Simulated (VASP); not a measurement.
Set up this calculation in VASP 6.6.1, as the native input.

- Task: single point
- Functional: PBE
- Potentials or basis: VASP PAW PBE potentials, release 64 (Hf_pv, N)
- Cutoff: 520 eV
- k mesh: 16 × 16 × 16
- Occupations: gaussian, width 0.15 eV
- Spin: no spin polarisation
- Dipole correction: no
- Further INCAR settings: ALGO = Normal; EDIFF = 1e-07; NBANDS = 14

The structure of HfN lies in POSCAR:

```
HfN
1.0
    0.0000000000      2.4548220000      2.4548220000
    2.4548220000      0.0000000000      2.4548220000
    2.4548220000      2.4548220000      0.0000000000
Hf N
1 1
Direct
   -0.0203680756     -0.0203680756      0.0203680756
    0.7500000000      0.7500000000      0.7500000000
```

This cell differs from its parent crystal: all Hf atoms moved -0.100 Å, as atom 1 along Cartesian [0 0 1].

The input as run:

INCAR

```
PREC = Accurate
ENCUT = 520
EDIFF = 1E-7
ISMEAR = 0
SIGMA = 0.15
LREAL = False
LASPH = True
NELM = 100
ALGO = Normal
ISIF = 2
LWAVE = False
LCHARG = False
GGA = PE
NBANDS = 14
```

KPOINTS

```
Automatic mesh
0
Gamma
  16 16 16
```

Potentials or basis: VASP PAW PBE potentials, release 64 (Hf_pv, N).

Command:

```console
$ cat potpaw_PBE.64/Hf_pv/POTCAR potpaw_PBE.64/N/POTCAR > POTCAR
$ mpirun -np 1 vasp_std > vasp.out
```

Results of the run:

```
Pressure      : 0.7 GPa
Largest force : 1.168 eV/Å
```

Caveat: the cell differs from its parent crystal (all Hf atoms moved -0.100 Å, as atom 1 along Cartesian [0 0 1]); forces of over 1 eV/Å act on the atoms, so gaps and moduli don't describe the material at rest.

Wall time 2 min on 1 thread of Intel(R) Xeon(R) 6975P-C (Granite Rapids), with other jobs on the host, peak memory 0.38 GiB.
